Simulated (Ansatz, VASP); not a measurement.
# SnSe in VASP and in Ansatz

Contents of INCAR:

```
  PREC = Accurate
  ENCUT = 520
  EDIFF = 1E-6
  ISMEAR = -1
  SIGMA = 0.08
  LREAL = False
  LASPH = True
  NELM = 60
  ALGO = Normal
  ISIF = 2
  LWAVE = False
  LCHARG = True
  GGA = PS
  LELF = True
  LVHAR = True
  NBANDS = 17
```

KPOINTS

```
regular mesh
0
Gamma
  12 12 12
```

File POSCAR:

```
SnSe
1.0
    0.0000000000      2.9807823379      2.9807823379
    2.9807823379      0.0000000000      2.9807823379
    2.9807823379      2.9807823379      0.0000000000
Sn Se
1 1
Direct
    0.0000000000      0.0000000000      0.0000000000
    0.2500000000      0.2500000000      0.2500000000
```

Input for Ansatz:

```yaml
crystal:
  lattice:
    - [0.0, 2.9807823379, 2.9807823379]
    - [2.9807823379, 0.0, 2.9807823379]
    - [2.9807823379, 2.9807823379, 0.0]
  atoms:
    - { symbol: Sn, position: [0.0, 0.0, 0.0] }
    - { symbol: Se, position: [0.25, 0.25, 0.25] }
kpoints:
  mp_grid: { grid: [12, 12, 12] }
scf:
  occupations: { method: fermi_dirac, width: 0.08 }
hamiltonian:
  xc: pbesol
  pseudopotentials: { kind: paw }
output:
  forces: true
  stress: true
  eigenvalues: true
  populations: true
  write_density: true
  write_potential: true
  elf: true
  volumetric_format: npy
```

Change from the starting cell: volume scaled by 0.72, PAW files.

Alike in both runs: task single point; functional PBEsol; k mesh 12 × 12 × 12; occupations fermi-dirac, width 0.08 eV; no spin polarisation.

```csv
,VASP,Ansatz
version,VASP 6.6.1,Ansatz 0.2.0
potentials or method,"VASP PAW PBE potentials, release 64 (Sn_d, Se)","PAW with Ansatz's default frozen-core files, scalar-relativistic"
plane-wave cutoff (eV),520,420
valence electrons in the cell,20,30
```

|  | VASP | Ansatz | Ansatz less VASP |
| --- | --- | --- | --- |
| pressure (GPa) | 19.4 | 19.3 | -0.11 |

VASP's potentials were made for PBE, not for PBEsol. The functional is the same, so the differences come from potentials, cutoffs and numerics. VASP's potentials hold 20 valence electrons a cell and Ansatz's 30, so a difference there can come from the potentials and not from the codes.
